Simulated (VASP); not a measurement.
# Rh (P6_3/mmc) in VASP: further runs

The runs below take Rh through single point, with PBEsol.

Everything below comes from runs of VASP 6.6.1. Logs are shortened: lines on timing, memory, paths and dates and some standing lists are left out, and cuts for length are marked.

### Step 1. The cell of the first run

The structure is hexagonal, space group P6_3/mmc (No. 194). The conventional cell has a = 2.813 Å, b = 2.813 Å, c = 4.296 Å, α = 90.00°, β = 90.00°, γ = 120.00°. Within 3.6 Å of Rh (site symmetry -6m2) lie 12 Rh at 2.69 to 2.81 Å.

### Step 2. Single point, PBEsol (strain +0.030 along x and y, -0.030 along z)

Contents of INCAR:

```
ALGO = Fast
EDIFF = 1E-6
ENCUT = 520
GGA = PS
ISIF = 2
ISMEAR = 0
LASPH = T
LCHARG = F
LREAL = F
LWAVE = F
NBANDS = 22
NELM = 60
PREC = Accurate
SIGMA = 0.15
```

Contents of KPOINTS:

```
k-points
0
Gamma
  21 21 12
```

Contents of POSCAR:

```
Rh
1.0
    2.8129084135      0.0000000000      0.0000000000
   -1.4064542067      2.4360501446      0.0000000000
    0.0000000000      0.0000000000      4.2956343300
Rh
2
Direct
    0.6666666667      0.3333333333      0.7500000000
    0.3333333333      0.6666666667      0.2500000000
```

Potentials or basis: VASP PAW PBE potentials, release 64 (Rh_pv).

Command:

```sh
cat potpaw_PBE.64/Rh_pv/POTCAR > POTCAR
mpirun -np 1 vasp_std > vasp.out
```

OUTCAR:

```text
EDIFF = 1E-6
   ENCUT = 520
   GGA = PS
   ISIF = 2
   ISMEAR = 0
   LASPH = T
   LREAL = F
   NELM = 60
   PREC = Accurate

 ion  position               nearest neighbor table
   1  0.667  0.333  0.750-   2 2.69   2 2.69   2 2.69   2 2.69   2 2.69   2 2.69
   2  0.333  0.667  0.250-   1 2.69   1 2.69   1 2.69   1 2.69   1 2.69   1 2.69

  LATTYP: Found a hexagonal cell.
 ALAT       =     2.8129084135
 C/A-ratio  =     1.5271148927

  Lattice vectors:

 A1 = (   2.8129084135,   0.0000000000,   0.0000000000)
 A2 = (  -1.4064542067,   2.4360501446,   0.0000000000)
 A3 = (   0.0000000000,   0.0000000000,   4.2956343300)

Analysis of symmetry for initial positions (statically):
=====================================================================
 Subroutine PRICEL returns:
 Original cell was already a primitive cell.

 Routine SETGRP: Setting up the symmetry group for a
 hexagonal supercell.

 Subroutine GETGRP returns: Found 24 space group operations
 (whereof 12 operations were pure point group operations)
 out of a pool of 24 trial point group operations.

The static configuration has the point symmetry D_3d.
 The point group associated with its full space group is D_6h.

Analysis of symmetry for dynamics (positions and initial velocities):
=====================================================================
 Subroutine PRICEL returns:
 Original cell was already a primitive cell.

 Routine SETGRP: Setting up the symmetry group for a
 hexagonal supercell.

 Subroutine GETGRP returns: Found 24 space group operations
 (whereof 12 operations were pure point group operations)
 out of a pool of 24 trial point group operations.

The dynamic configuration has the point symmetry D_3d.
 The point group associated with its full space group is D_6h.

 Subroutine INISYM returns: Found 24 space group operations
 (whereof 12 operations are pure point group operations),
 and found     1 'primitive' translations

----------------------------------------------------------------------------------------

                                     Primitive cell

  volume of cell :      29.4353

  direct lattice vectors                    reciprocal lattice vectors
     2.812908414  0.000000000  0.000000000     0.355503932  0.205250291  0.000000000
    -1.406454207  2.436050145  0.000000000     0.000000000  0.410500581  0.000000000
     0.000000000  0.000000000  4.295634330     0.000000000  0.000000000  0.232794489

  length of vectors
     2.812908414  2.812908413  4.295634330     0.410500581  0.410500581  0.232794489

  position of ions in fractional coordinates (direct lattice)
     0.666666667  0.333333333  0.750000000
     0.333333333  0.666666667  0.250000000

  ion indices of the primitive-cell ions
   primitive index   ion index
                 1           1
                 2           2

----------------------------------------------------------------------------------------

 KPOINTS: k-points

Automatic generation of k-mesh.
 Grid dimensions read from file:
 generate k-points for:   21   21   12

 Generating k-lattice:

  Cartesian coordinates                     Fractional coordinates (reciprocal lattice)
     0.016928759  0.009773823  0.000000000     0.047619048  0.000000000  0.000000000
     0.000000000  0.019547647  0.000000000     0.000000000  0.047619048  0.000000000
     0.000000000  0.000000000  0.019399541     0.000000000  0.000000000  0.083333333

  Length of vectors
     0.019547647  0.019547647  0.019399541

  Shift w.r.t. Gamma in fractional coordinates (k-lattice)
     0.000000000  0.000000000  0.000000000

 Subroutine IBZKPT returns following result:
 ===========================================

 Found    336 irreducible k-points:

 Following reciprocal coordinates:
            Coordinates               Weight
  0.000000  0.000000  0.000000      1.000000
  0.047619 -0.000000  0.000000      6.000000
  0.095238 -0.000000  0.000000      6.000000
  0.142857 -0.000000  0.000000      6.000000
  0.190476 -0.000000  0.000000      6.000000
  0.238095 -0.000000  0.000000      6.000000
[... 16 lines left out ...]
  0.142857  0.095238  0.000000     12.000000
  0.190476  0.095238  0.000000     12.000000
 [... further k-points ...]
   k-points           NKPTS =    336   k-points in BZ     NKDIM =    336   number of bands    NBANDS=     22
   number of dos      NEDOS =    301   number of ions     NIONS =      2
   total plane-waves  NPLWV =  18432
   dimension x,y,z NGX =    24 NGY =   24 NGZ =   32
   dimension x,y,z NGXF=    48 NGYF=   48 NGZF=   64
   ions per type =               2
   NGX,Y,Z   is equivalent  to a cutoff of  14.18, 14.18, 12.38 a.u.
   NGXF,Y,Z  is equivalent  to a cutoff of  28.37, 28.37, 24.77 a.u.
 SYSTEM =  unknown system
   PREC   = accura    normal or accurate (medium, high low for compatibility)
   ISTART =      0    job   : 0-new  1-cont  2-samecut
   ICHARG =      2    charge: 1-file 2-atom 10-const
   ISPIN  =      1    spin polarized calculation?
   LNONCOLLINEAR =      F non collinear calculations
   LSORBIT =      F    spin-orbit coupling
   LASPH  =      T    aspherical Exc in radial PAW
   ENCUT  =  520.0 eV  38.22 Ry    6.18 a.u.   5.23  5.23  7.99*2*pi/ulx,y,z
   NELM   =     60;   NELMIN=  2; NELMDL= -5     # of ELM steps
   EDIFF  = 0.1E-05   stopping-criterion for ELM
   LREAL  =      F    real-space projection
   EDIFFG = 0.1E-04   stopping-criterion for IOM
   NSW    =      0    number of steps for IOM
   IBRION =     -1    ionic relax: 0-MD 1-quasi-New 2-CG
   NFREE  =      0    steps in history (QN), initial steepest desc. (CG)
   ISIF   =      2    stress and relaxation
   ISYM   =      2    0-nonsym 1-usesym 2-fastsym
   POTIM  = 0.5000    time-step for ionic-motion
   TEBEG  =    0.0;   TEEND  =   0.0 temperature during run
   PSTRESS=    0.0 pullay stress
   NELECT =      30.0000    total number of electrons
   NUPDOWN=      -1.0000    fix difference up-down
   EMIN   =  10.00;   EMAX   =-10.00  energy-range for DOS
   EFERMI =   0.00;   METHOD = LEGACY
   ISMEAR =     0;   SIGMA  =   0.15  broadening in eV -4-tet -1-fermi 0-gaus
   EFERMI_NEDOS =   21; number of points for ismear=-14 and -15
   IALGO  =     68    algorithm
   IMIX   =      4    mixing-type and parameters
     AMIX     =   0.40;   BMIX     =  1.00
     AMIX_MAG =   1.60;   BMIX_MAG =  1.00
  volume/ion in A,a.u.               =      14.72        99.32
  Fermi-wavevector in a.u.,A,eV,Ry     =   1.647500  3.113324 36.929719  2.714258
  Thomas-Fermi vector in A             =   2.736949
   LORBIT       =      0    0 simple, 1 ext, 2 COOP (PROOUT), +10 PAW based schemes
   GGA     = PS    functional components
   LHFCALC =     F    Hartree Fock is set to
   AEXX    =    0.0000 exact exchange contribution
   IVDW    =     0    specifies the selected vdW correction
   LEPSILON=     F    determine dielectric tensor
   LRPA    =     F    only Hartree local field effects (RPA)
 non-spin polarized calculation
 RMM-DIIS sequential band-by-band and
 Gauss-broadening in eV      SIGMA  =   0.15
  energy-cutoff  :      520.00
  volume of cell :       29.44
 maximum number of plane-waves:       810
 NGX is ok and might be reduce to    24
   NGX = 11   NGY = 11   NGZ = 15

 number of electron      29.9999998 magnetization

 Free energy of the ion-electron system (eV)
  ---------------------------------------------------
  ext. energy  EPLUGINS =         0.00000000
  ---------------------------------------------------
  free energy    TOTEN  =       -16.02839922 eV

  energy without entropy =      -15.98424708  energy(sigma->0) =      -16.00632315

 E-fermi :  10.6564     XC(G=0): -13.7778

 val. band max:       10.6545522246   @ k =   0.3810  -0.0000   0.0000
 cond. band min:      10.6594698125   @ k =   0.3810   0.1429   0.0833
 fundamental gap:      0.0049175879
 Fermi energy:        10.6563847633

 k-point     1 :       0.0000    0.0000    0.0000
  band No.  band energies     occupation
      1     -36.3447      2.00000
      2     -35.7586      2.00000
      3     -35.7586      2.00000
      4     -35.6649      2.00000
      5     -35.6410      2.00000
      6     -35.6410      2.00000
[... 14 lines left out ...]
     21      29.2328      0.00000
     22      29.4163      0.00000

 k-point     2 :       0.0476   -0.0000    0.0000
  band No.  band energies     occupation
      1     -36.3404      2.00000
      2     -35.7663      2.00000
      3     -35.7615      2.00000
      4     -35.6674      2.00000
      5     -35.6493      2.00000
      6     -35.6420      2.00000
[... 14 lines left out ...]
     21      29.2236      0.00000
     22      29.4778      0.00000

 k-point     3 :       0.0952   -0.0000    0.0000
  band No.  band energies     occupation
      1     -36.3276      2.00000
      2     -35.7887      2.00000
      3     -35.7698      2.00000
      4     -35.6747      2.00000
      5     -35.6731      2.00000
      6     -35.6448      2.00000
[... 14 lines left out ...]
     21      28.8950      0.00000
     22      29.6472      0.00000

 k-point     4 :       0.1429   -0.0000    0.0000
  band No.  band energies     occupation
      1     -36.3068      2.00000
      2     -35.8238      2.00000
      3     -35.7826      2.00000
      4     -35.7102      2.00000
      5     -35.6868      2.00000
      6     -35.6495      2.00000
[... 14 lines left out ...]
     21      28.3734      0.00000
     22      28.8238      0.00000

 k-point     5 :       0.1905   -0.0000    0.0000
  band No.  band energies     occupation
      1     -36.2791      2.00000
      2     -35.8687      2.00000
      3     -35.7986      2.00000
      4     -35.7569      2.00000
      5     -35.7036      2.00000
      6     -35.6558      2.00000
[... 417 lines left out ...]
 k-point    22 :       0.0952    0.0952    0.0000
  band No.  band energies     occupation
      1     -36.2947      2.00000
      2     -35.8367      2.00000
      3     -35.8025      2.00000
      4     -35.7205      2.00000
      5     -35.6941      2.00000
      6     -35.6571      2.00000
[... 14 lines left out ...]
     21      26.8969      0.00000
     22      29.5917      0.00000

 k-point    23 :       0.1429    0.0952    0.0000
  band No.  band energies     occupation
      1     -36.2675      2.00000
      2     -35.8742      2.00000
      3     -35.8325      2.00000
      4     -35.7516      2.00000
      5     -35.7108      2.00000
      6     -35.6671      2.00000
[... 14 lines left out ...]
     21      25.8036      0.00000
     22      28.7912      0.00000

 k-point    24 :       0.1905    0.0952    0.0000
  band No.  band energies     occupation
      1     -36.2345      2.00000
      2     -35.9197      2.00000
      3     -35.8654      2.00000
      4     -35.7844      2.00000
      5     -35.7319      2.00000
      6     -35.6776      2.00000
[... 14 lines left out ...]
     21      24.9377      0.00000
     22      27.9259      0.00000

 [... further k-points ...]
[... 5 lines left out ...]
  --------------------------------------------------------------------------------------
  -------------------------------------------------------------------------------------
  Total       -4.0090525     -4.0090525     -2.1749491     -0.0000000      0.0000000      0.0000000
  in kB     -218.2142984   -218.2142984   -118.3833334     -0.0000000      0.0000000      0.0000000
  external PRESSURE =    -184.9373100 kB  Pullay stress =       0.0000000 kB

 VOLUME and BASIS-vectors are now :
 -----------------------------------------------------------------------------
  energy-cutoff  :      520.00
  volume of cell :       29.44
      direct lattice vectors                 reciprocal lattice vectors
     2.812908414  0.000000000  0.000000000     0.355503932  0.205250291  0.000000000
    -1.406454207  2.436050145  0.000000000     0.000000000  0.410500581  0.000000000
     0.000000000  0.000000000  4.295634330     0.000000000  0.000000000  0.232794489

 POSITION                                       TOTAL-FORCE (eV/Angst)
 -----------------------------------------------------------------------------------
      1.40645      0.81202      3.22173        -0.000000      0.000000      0.000000
     -0.00000      1.62403      1.07391         0.000000     -0.000000      0.000000
 -----------------------------------------------------------------------------------
    total drift:                               -0.000000      0.000000     -0.000000

  FREE ENERGIE OF THE ION-ELECTRON SYSTEM (eV)
  ---------------------------------------------------
  free  energy   TOTEN  =       -16.0283992158 eV

  energy  without entropy=      -15.9842470847  energy(sigma->0) =      -16.00632315
```

Wall time 2.5 min (1 thread of Intel Xeon Platinum 8488C (Sapphire Rapids), shared host); peak memory 0.28 GiB.

Results:

- Free energy: -16.0284 eV
- Pressure: -18.5 GPa
- Band gap on the k mesh: zero (band 15 reaches 11.12 eV, above the bottom of band 16 at 9.11 eV)

Caveat: the cell differs from its parent crystal (strain +0.030 along x and y, -0.030 along z); the PAW data sets were made with another functional, which shifts forces and pressure a little.

(Part 1 of 2 ends here.)
